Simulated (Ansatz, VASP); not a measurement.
## Al: VASP beside Ansatz

File INCAR:

```
SYSTEM = Al
  PREC = Accurate
  ENCUT = 520
  EDIFF = 1E-6
  ISMEAR = 0
  SIGMA = 0.15
  LREAL = .False.
  LASPH = .True.
  NELM = 60
  ALGO = Fast
  ISIF = 2
  LWAVE = .False.
  LCHARG = .False.
  GGA = PE
  NBANDS = 8
```

File KPOINTS:

```
Automatic mesh
0
Gamma
  20 20 20
  0 0 0
```

POSCAR

```
Al
1.0
    0.0000000000      1.9227810000      2.1251790000
    1.9227810000      0.0000000000      2.1251790000
    1.9227810000      1.9227810000      0.0000000000
Al
1
Direct
    0.0000000000      0.0000000000      0.0000000000
```

Input for Ansatz:

```yaml
crystal:
  lattice:
    - [0.0, 1.922781, 2.125179]
    - [1.922781, 0.0, 2.125179]
    - [1.922781, 1.922781, 0.0]
  atoms:
    - { symbol: Al, position: [0.0, 0.0, 0.0] }
basis:
  ecutwfc: 420
kpoints:
  mp_grid: { grid: [20, 20, 20] }
hamiltonian:
  xc: pbe
scf:
  occupations: { method: gaussian, width: 0.15 }
output:
  forces: true
  stress: true
  eigenvalues: true
```

Change from the starting cell: strain -0.050 along x and y, +0.050 along z, atoms carried along.

Alike in both runs: task single point; functional PBE; k mesh 20 × 20 × 20; occupations gaussian, width 0.15 eV; no spin polarisation.

```csv
,VASP,Ansatz
version,VASP 6.6.1,Ansatz 0.2.0
potentials or method,"VASP PAW PBE potentials, release 64 (Al), cutoff 520 eV","scalar-relativistic, plane waves, PAW"
valence electrons in the cell,3,3
```

VASP gave:

| Property | Result |
| --- | --- |
| gap on the k mesh at the Fermi level (eV) | none |
| pressure (GPa) | 5.0 |
| traceless stress, the component that is largest in VASP (GPa) | -5.39 |

Which values does Ansatz return?

gap on the k mesh at the Fermi level (eV): none; pressure (GPa): 5.1; traceless stress, the component that is largest in VASP (GPa): -5.40.

A gap of «none» marks a metal or a gap that the smearing closes.
